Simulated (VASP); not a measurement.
Wanted: the native input for a VASP 6.6.1 run.

```
Task                   : single point
Functional             : PBE
Potentials or basis    : VASP PAW PBE potentials, release 64 (Al, Co_sv, C, N)
Cutoff                 : 700 eV
k mesh                 : 4 × 4 × 4
Occupations            : gaussian, width 0.1 eV
Spin                   : collinear spin, ferromagnetic start
Starting moments       : [0.0, 3.0, 0.0, 0.0, 0.0, 0.0, 0.0, 0.0, 0.0, 0.0] μB
Dipole correction      : no
Further INCAR settings : ALGO = Normal; EDIFF = 1e-06; NBANDS = 43
```

The structure of AlCoC4N4 lies in POSCAR:

```
AlCoC4N4
1.0
    5.8306603700      0.0000000000      0.0000000000
    0.0000000000      5.8306603700      0.0000000000
    0.0000000000      0.0000000000      5.8306603700
Al Co C N
1 1 4 4
Direct
    0.5000000000      0.5000000000      0.5000000000
    0.0000000000      0.0000000000      0.0000000000
    0.1898207700      0.1898207700      0.1898207700
    0.1898207700      0.8101792300      0.8101792300
    0.8101792300      0.1898207700      0.8101792300
    0.8101792300      0.8101792300      0.1898207700
    0.3056738300      0.3056738300      0.3056738300
    0.3056738300      0.6943261700      0.6943261700
    0.6943261700      0.3056738300      0.6943261700
    0.6943261700      0.6943261700      0.3056738300
```

One way to write it, as run:

INCAR

```
ALGO = Normal
EDIFF = 1E-6
ENCUT = 700
GGA = PE
GGA_COMPAT = False
ISIF = 2
ISMEAR = 0
ISPIN = 2
LASPH = True
LCHARG = True
LELF = True
LMAXMIX = 4
LORBIT = 11
LREAL = False
LVHAR = True
LWAVE = False
MAGMOM = 0 3 0 0 0 0 0 0 0 0
NBANDS = 43
NELM = 200
PREC = Accurate
SIGMA = 0.1
```

KPOINTS

```
k-points
0
Gamma
  4 4 4
```

Potentials or basis: VASP PAW PBE potentials, release 64 (Al, Co_sv, C, N).

Command:

```bash
$ cat potpaw_PBE.64/Al/POTCAR potpaw_PBE.64/Co_sv/POTCAR potpaw_PBE.64/C/POTCAR potpaw_PBE.64/N/POTCAR > POTCAR
$ mpirun -np 1 vasp_std > vasp.out
```

Results of the run:

- Pressure: -3.5 GPa
- Largest force: 3.066 eV/Å
- Band gap on the k mesh: zero (filled and empty bands overlap)
- Net moment: 2.00 μB per cell
- Site moments: Al +0.00; Co +1.55; C +0.00; N +0.03 μB
- Valence electrons inside the program's atomic spheres: Al 0.63; Co 15.03; C 2.55; N 3.92

Caveat: the cell stands under tension; a cell with one magnetic atom can't hold antiferromagnetic order, which such compounds often take; forces of over 1 eV/Å act on the atoms, so gaps and moduli don't describe the material at rest.

Wall time 6.6 min on 1 thread of Intel(R) Xeon(R) Platinum 8259CL CPU @ 2.50GHz (Skylake/Cascade Lake) (shared host), peak memory 0.55 GiB.
